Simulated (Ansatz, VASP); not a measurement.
One calculation of Ge2Sb, two programs

```
Ge Sb
1.0
     0.00000    3.36474    3.36474
     3.36474    0.00000    3.36474
     3.36474    3.36474    0.00000
Ge Sb
2 1
Direct
  0.25000 0.25000 0.25000
  0.50000 0.50000 0.50000
  0.00000 0.00000 0.00000
```

Alike in both runs: functional PBE; k mesh 12 × 12 × 12; occupations gaussian, width 0.1 eV; no spin polarisation.

Ansatz relaxed the structure, and its values are those at the end. VASP's run is a single point on that final structure, the one shown.

|  | VASP | Ansatz |
| --- | --- | --- |
| version | VASP 6.6.1 | Ansatz 0.2.0 |
| potentials or method | VASP PAW PBE potentials, release 64 (Ge_d, Sb), cutoff 520 eV | scalar-relativistic, plane waves, PAW |
| valence electrons in the cell | 33 | 43 |

VASP gave:

```
gap on the k mesh at the Fermi level (eV) : none
pressure (GPa)                            : 0.1
```

Q: What did Ansatz give for the same quantities?

A: gap on the k mesh at the Fermi level (eV): none; pressure (GPa): 0.0.

A gap of «none» marks a metal or a gap that the smearing closes. The functional is the same, so the differences come from potentials, cutoffs and numerics. VASP's potentials hold 33 valence electrons a cell and Ansatz's 43, so a difference there can come from the potentials and not from the codes.

Neither program's run includes spin-orbit coupling.
